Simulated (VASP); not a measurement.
Write the native input for VASP 6.6.1 that does the following.

| Item | Value |
| --- | --- |
| Task | single point |
| Functional | r2SCAN |
| Potentials or basis | VASP PAW PBE potentials, release 64 (Al, N) |
| Cutoff | 520 eV |
| k mesh | 6 × 6 × 6 |
| Occupations | gaussian, width 0.05 eV |
| Spin | no spin polarisation |
| Dipole correction | no |
| Further INCAR settings | ALGO = Normal; EDIFF = 1e-06; NBANDS = 26 |

The system is AlN.

```
Al N
1.0
     4.30267    0.02097    0.04937
    -0.02097   -4.37985    0.03672
    -0.04937    0.03672   -4.38123
Al N
4 4
Direct
  0.98690 0.50556 0.46014
  0.55367 0.02021 0.51412
  0.44886 0.50871 0.94646
  0.04924 0.96472 0.99408
  0.72604 0.67059 0.77435
  0.25008 0.29939 0.77478
  0.22078 0.74085 0.28745
  0.76443 0.28995 0.24862
```

This cell differs from its parent crystal: atoms moved at random and the cell strained at random.

The input as run:

POSCAR

```
AlN
1.0
    4.3026698453      0.0209688187      0.0493723023
   -0.0209688187     -4.3798546945      0.0367209158
   -0.0493723023      0.0367209158     -4.3812296013
Al N
4 4
Direct
   -0.0131013574      0.5055619833      0.4601378113
    0.5536681022      0.0202120195      0.5141222262
    0.4488649184      0.5087138469     -0.0535395694
    0.0492413952     -0.0352774974     -0.0059245917
    0.7260387234      0.6705880176      0.7743544412
    0.2500830469      0.2993935950      0.7747832165
    0.2207775380      0.7408542247      0.2874457844
    0.7644276333      0.2899538103      0.2486206815
```

INCAR.step1

```
PREC     = Accurate       # precision mode
ENCUT    = 520            # plane-wave cutoff, eV
ISMEAR   = 0              # smearing method
SIGMA    = 0.05           # smearing width, eV
LREAL    = F              # projectors in reciprocal space
LASPH    = T              # aspherical terms in the spheres
NELM     = 60             # most SCF steps
NBANDS   = 26             # bands
GGA      = PE             # functional
ALGO     = Normal         # electronic algorithm
EDIFF    = 1E-4           # SCF threshold, eV
LWAVE    = T              # write WAVECAR
LCHARG   = F              # write CHGCAR
```

INCAR.step2

```
PREC     = Accurate       # precision mode
ENCUT    = 520            # plane-wave cutoff, eV
EDIFF    = 1E-6           # SCF threshold, eV
ISMEAR   = 0              # smearing method
SIGMA    = 0.05           # smearing width, eV
LREAL    = F              # projectors in reciprocal space
LASPH    = T              # aspherical terms in the spheres
NELM     = 60             # most SCF steps
ALGO     = Normal         # electronic algorithm
ISIF     = 2              # what is computed and relaxed
LWAVE    = F              # write WAVECAR
LCHARG   = F              # write CHGCAR
METAGGA  = R2SCAN         # meta-GGA
LMIXTAU  = T            
NBANDS   = 26             # bands
ISTART   = 1
```

KPOINTS

```
Automatic mesh
0
Gamma
  6 6 6
```

Potentials or basis: VASP PAW PBE potentials, release 64 (Al, N).

The run is started by

```sh
$ cat potpaw_PBE.64/Al/POTCAR potpaw_PBE.64/N/POTCAR > POTCAR
$ cp INCAR.step1 INCAR
$ mpirun -np 1 vasp_std > vasp.out
$ cp INCAR.step2 INCAR
$ mpirun -np 1 vasp_std > vasp.out
```

It gave:

| Property | Result |
| --- | --- |
| Pressure | 30.6 GPa |
| Largest force | 21.216 eV/Å |
| Band gap on the k mesh | 2.40 eV |

Caveat: the cell differs from its parent crystal (atoms moved at random and the cell strained at random); the cell stands under pressure; the PAW data sets were made with another functional, which shifts forces and pressure a little.

It took 6.7 min on 1 thread of AMD EPYC 9R45 96-Core Processor (Zen 5), with other jobs on the host, peak memory 0.29 GiB.
